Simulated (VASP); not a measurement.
# Na (Im-3m) in VASP: a series of runs

Runs on Na. Level: PBE. Tasks: single point.

All numbers are computed with VASP 6.6.1; they aren't measurements. Logs are shortened: lines on timing, memory, paths and dates and some standing lists are left out, and cuts for length are marked.

## (1) The cell of the first run

Symmetry: Im-3m, No. 229, cubic system. The conventional cell has a = 4.197 Å, b = 4.197 Å, c = 4.197 Å, α = 90.00°, β = 90.00°, γ = 90.00°. Within 4.8 Å of Na (site symmetry m-3m) lie 14 Na at 3.63 to 4.20 Å.

## (2) Single point, PBE

Input file INCAR:

```
SYSTEM = Na
  ALGO = Normal
  EDIFF = 1E-6
  ENCUT = 520
  GGA = PE
  ISIF = 2
  ISMEAR = 0
  LASPH = .True.
  LCHARG = .False.
  LREAL = .False.
  LWAVE = .False.
  NBANDS = 10
  NELM = 80
  PREC = Accurate
  SIGMA = 1.0
```

Input file KPOINTS:

```
k-points
0
Gamma
  11 11 11
  0 0 0
```

Input file POSCAR:

```
Na
1.0
   -2.0985562613      2.0985562613      2.0985562613
    2.0985562613     -2.0985562613      2.0985562613
    2.0985562613      2.0985562613     -2.0985562613
Na
1
Direct
    0.0000000000      0.0000000000      0.0000000000
```

Potentials or basis: VASP PAW PBE potentials, release 64 (Na_pv).

On the command line:

```
> cat potpaw_PBE.64/Na_pv/POTCAR > POTCAR
> mpirun -np 1 vasp_std > vasp.out
```

OUTCAR:

```text
SYSTEM = Na
   EDIFF = 1E-6
   ENCUT = 520
   GGA = PE
   ISIF = 2
   ISMEAR = 0
   LASPH = .True.
   LREAL = .False.
   NELM = 80
   PREC = Accurate

 ion  position               nearest neighbor table
   1  0.000  0.000  0.000-

  LATTYP: Found a body centered cubic cell.
 ALAT       =     4.1971125226

  Lattice vectors:

 A1 = (  -2.0985562613,   2.0985562613,   2.0985562613)
 A2 = (   2.0985562613,  -2.0985562613,   2.0985562613)
 A3 = (   2.0985562613,   2.0985562613,  -2.0985562613)

Analysis of symmetry for initial positions (statically):
=====================================================================
 Subroutine PRICEL returns:
 Original cell was already a primitive cell.

 Routine SETGRP: Setting up the symmetry group for a
 body centered cubic supercell.

 Subroutine GETGRP returns: Found 48 space group operations
 (whereof 48 operations were pure point group operations)
 out of a pool of 48 trial point group operations.

The static configuration has the point symmetry O_h .

Analysis of symmetry for dynamics (positions and initial velocities):
=====================================================================
 Subroutine PRICEL returns:
 Original cell was already a primitive cell.

 Routine SETGRP: Setting up the symmetry group for a
 body centered cubic supercell.

 Subroutine GETGRP returns: Found 48 space group operations
 (whereof 48 operations were pure point group operations)
 out of a pool of 48 trial point group operations.

The dynamic configuration has the point symmetry O_h .

 Subroutine INISYM returns: Found 48 space group operations
 (whereof 48 operations are pure point group operations),
 and found     1 'primitive' translations

----------------------------------------------------------------------------------------

                                     Primitive cell

  volume of cell :      36.9676

  direct lattice vectors                    reciprocal lattice vectors
    -2.098556261  2.098556261  2.098556261     0.000000000  0.238259040  0.238259040
     2.098556261 -2.098556261  2.098556261     0.238259040  0.000000000  0.238259040
     2.098556261  2.098556261 -2.098556261     0.238259040  0.238259040  0.000000000

  length of vectors
     3.634806067  3.634806067  3.634806067     0.336949166  0.336949166  0.336949166

[... 75 lines left out ...]
   LASPH  =      T    aspherical Exc in radial PAW
   ENCUT  =  520.0 eV  38.22 Ry    6.18 a.u.   6.76  6.76  6.76*2*pi/ulx,y,z
   NELM   =     80;   NELMIN=  2; NELMDL= -5     # of ELM steps
   EDIFF  = 0.1E-05   stopping-criterion for ELM
   LREAL  =      F    real-space projection
   EDIFFG = 0.1E-04   stopping-criterion for IOM
   NSW    =      0    number of steps for IOM
   IBRION =     -1    ionic relax: 0-MD 1-quasi-New 2-CG
   NFREE  =      0    steps in history (QN), initial steepest desc. (CG)
   ISIF   =      2    stress and relaxation
   ISYM   =      2    0-nonsym 1-usesym 2-fastsym
   POTIM  = 0.5000    time-step for ionic-motion
   TEBEG  =    0.0;   TEEND  =   0.0 temperature during run
   PSTRESS=    0.0 pullay stress
   NELECT =       7.0000    total number of electrons
   NUPDOWN=      -1.0000    fix difference up-down
   EMIN   =  10.00;   EMAX   =-10.00  energy-range for DOS
   EFERMI =   0.00;   METHOD = LEGACY
   ISMEAR =     0;   SIGMA  =   1.00  broadening in eV -4-tet -1-fermi 0-gaus
   EFERMI_NEDOS =   21; number of points for ismear=-14 and -15
   IALGO  =     38    algorithm
   IMIX   =      4    mixing-type and parameters
     AMIX     =   0.40;   BMIX     =  1.00
     AMIX_MAG =   1.60;   BMIX_MAG =  1.00
  volume/ion in A,a.u.               =      36.97       249.47
  Fermi-wavevector in a.u.,A,eV,Ry     =   0.940085  1.776502 12.024270  0.883759
  Thomas-Fermi vector in A             =   2.067461
   LORBIT       =      0    0 simple, 1 ext, 2 COOP (PROOUT), +10 PAW based schemes
   GGA     = PE    functional components
   LHFCALC =     F    Hartree Fock is set to
   AEXX    =    0.0000 exact exchange contribution
   IVDW    =     0    specifies the selected vdW correction
   LEPSILON=     F    determine dielectric tensor
   LRPA    =     F    only Hartree local field effects (RPA)
 non-spin polarized calculation
 Gauss-broadening in eV      SIGMA  =   1.00
  energy-cutoff  :      520.00
  volume of cell :       36.97
 maximum number of plane-waves:      1008
   NGX = 13   NGY = 13   NGZ = 13

 number of electron       7.0000004 magnetization

 Free energy of the ion-electron system (eV)
  ---------------------------------------------------
  ext. energy  EPLUGINS =         0.00000000
  ---------------------------------------------------
  free energy    TOTEN  =        -1.42911648 eV

  energy without entropy =       -1.19508434  energy(sigma->0) =       -1.31210041

 E-fermi :   0.2951     XC(G=0):  -6.5105

 val. band max:        0.1695927299   @ k =  -0.2727   0.4545   0.0909
 cond. band min:       0.3055846709   @ k =  -0.3636   0.4545   0.0909
 fundamental gap:      0.1359919410
 Fermi energy:         0.2950551935

 k-point     1 :       0.0000    0.0000    0.0000
  band No.  band energies     occupation
      1     -24.5640      2.00000
      2     -24.5640      2.00000
      3     -24.5640      2.00000
      4      -2.9478      2.00000
      5      12.0873      0.00000
      6      12.0873      0.00000
      7      12.0873      0.00000
      8      13.0883      0.00000
      9      13.0883      0.00000
     10      13.6461      0.00000
[... 287 lines left out ...]
 k-point    24 :       0.3636    0.1818    0.0909
  band No.  band energies     occupation
      1     -24.5933      2.00000
      2     -24.5801      2.00000
      3     -24.5695      2.00000
      4       1.7075      0.04578
      5       2.1955      0.00720
      6       4.9407      0.00000
      7       6.7847      0.00000
      8      13.6739      0.00000
      9      15.0515      0.00000
     10      16.1749      0.00000

 [... further k-points ...]
[... 5 lines left out ...]
  --------------------------------------------------------------------------------------
  -------------------------------------------------------------------------------------
  Total        0.0588589      0.0588589      0.0588589      0.0000000     -0.0000000      0.0000000
  in kB        2.5509455      2.5509455      2.5509455      0.0000000     -0.0000000      0.0000000
  external PRESSURE =       2.5509455 kB  Pullay stress =       0.0000000 kB

 VOLUME and BASIS-vectors are now :
 -----------------------------------------------------------------------------
  energy-cutoff  :      520.00
  volume of cell :       36.97
      direct lattice vectors                 reciprocal lattice vectors
    -2.098556261  2.098556261  2.098556261     0.000000000  0.238259040  0.238259040
     2.098556261 -2.098556261  2.098556261     0.238259040  0.000000000  0.238259040
     2.098556261  2.098556261 -2.098556261     0.238259040  0.238259040  0.000000000

 POSITION                                       TOTAL-FORCE (eV/Angst)
 -----------------------------------------------------------------------------------
      0.00000      0.00000      0.00000        -0.000000     -0.000000     -0.000000
 -----------------------------------------------------------------------------------
    total drift:                                0.000000     -0.000000      0.000000

  FREE ENERGIE OF THE ION-ELECTRON SYSTEM (eV)
  ---------------------------------------------------
  free  energy   TOTEN  =        -1.4291164850 eV

  energy  without entropy=       -1.1950843352  energy(sigma->0) =       -1.31210041
```

Wall time 25 s (1 thread of AMD EPYC 7R13, shared host); peak memory 0.13 GiB.

What came out:

```yaml
Free_energy: -1.4291 eV
Pressure: 0.3 GPa
```

## (3) Single point, PBE

Input file INCAR:

```
  PREC = Accurate
  ENCUT = 520
  EDIFF = 1E-6
  ISMEAR = 1
  SIGMA = 0.01
  LREAL = F
  LASPH = T
  NELM = 60
  ALGO = Normal
  ISIF = 2
  LWAVE = F
  LCHARG = F
  GGA = PE
  NBANDS = 10
```

Input file KPOINTS:

```
Automatic mesh
0
Gamma
  11 11 11
```

POSCAR is that of step 2.

Potentials or basis: VASP PAW PBE potentials, release 64 (Na_pv).

On the command line:

```
> cat potpaw_PBE.64/Na_pv/POTCAR > POTCAR
> mpirun -np 1 vasp_std > vasp.out
```

It took 26 s on 1 thread of AMD EPYC 7R13, shared host; peak memory 0.13 GiB.

It converged, with:

| Item | Value |
| --- | --- |
| Free energy | -1.3134 eV |
| Pressure | 0.0 GPa |

Levels at points of the mesh, in eV from the Fermi level:
```tsv
k point	band 1	band 2	band 3	band 4	band 5	band 6	band 7	band 8
(0.00, 0.00, 0.00)	-24.87	-24.87	-24.87	-3.26	11.78	11.78	11.78	12.78
```

## (4) Single point, PBE

Input file INCAR:

```
PREC = Accurate
ENCUT = 520
EDIFF = 1E-6
ISMEAR = 1
SIGMA = 0.03
LREAL = False
LASPH = True
NELM = 60
ALGO = Normal
ISIF = 2
LWAVE = False
LCHARG = False
GGA = PE
NBANDS = 10
```

KPOINTS is that of step 3.

POSCAR is that of step 3.

On the command line:

```
> cat potpaw_PBE.64/Na_pv/POTCAR > POTCAR
> mpirun -np 1 vasp_std > vasp.out
```

Wall time 24 s (1 thread of AMD EPYC 7R13, shared host); peak memory 0.13 GiB.

It converged, with:

```yaml
Free_energy: -1.3135 eV
Pressure: 0.0 GPa
```

Levels at points of the mesh, in eV from the Fermi level:
```csv
k point,band 1,band 2,band 3,band 4,band 5,band 6,band 7
"(0.00, 0.00, 0.00)",-24.88,-24.88,-24.88,-3.27,11.77,11.77,11.77
```

## (5) Single point, PBE

Input file INCAR:

```
SYSTEM = Na
PREC = Accurate
ENCUT = 520
EDIFF = 1E-7
ISMEAR = 1
SIGMA = 0.1
LREAL = .False.
LASPH = .True.
NELM = 60
ALGO = Normal
ISIF = 2
LWAVE = .False.
LCHARG = .False.
GGA = PE
NBANDS = 10
```

Input file KPOINTS:

```
Automatic mesh
0
Gamma
  11 11 11
  0 0 0
```

POSCAR is that of step 4.

On the command line:

```
> cat potpaw_PBE.64/Na_pv/POTCAR > POTCAR
> mpirun -np 1 vasp_std > vasp.out
```

It took 28 s on 1 thread of AMD EPYC 7R13, shared host; peak memory 0.12 GiB.

It converged, with:

```
Free energy : -1.3139 eV
Pressure    : 0.0 GPa
```

Levels at points of the mesh, in eV from the Fermi level:
```csv
k point,band 1,band 2,band 3,band 4,band 5,band 6
"(0.00, 0.00, 0.00)",-24.91,-24.91,-24.91,-3.29,11.74,11.74
```

## (6) The runs side by side

| smearing | gap on the mesh (eV) | pressure (GPa) |
| --- | --- | --- |
| gaussian 1 eV | none | 0.3 |
| methfessel-paxton 0.01 eV | none | 0.0 |
| methfessel-paxton 0.03 eV | none | 0.0 |
| methfessel-paxton 0.1 eV | none | 0.0 |

Alike in all rows: task single point; level PBE; potentials or basis VASP PAW PBE potentials, release 64 (Na_pv); no spin polarisation; cell as given; k mesh 11 × 11 × 11; cutoff (eV) 520.

Every run on the cell as given and a fine mesh finds a metal.

Absolute energies hang on the potentials; compare differences alone.
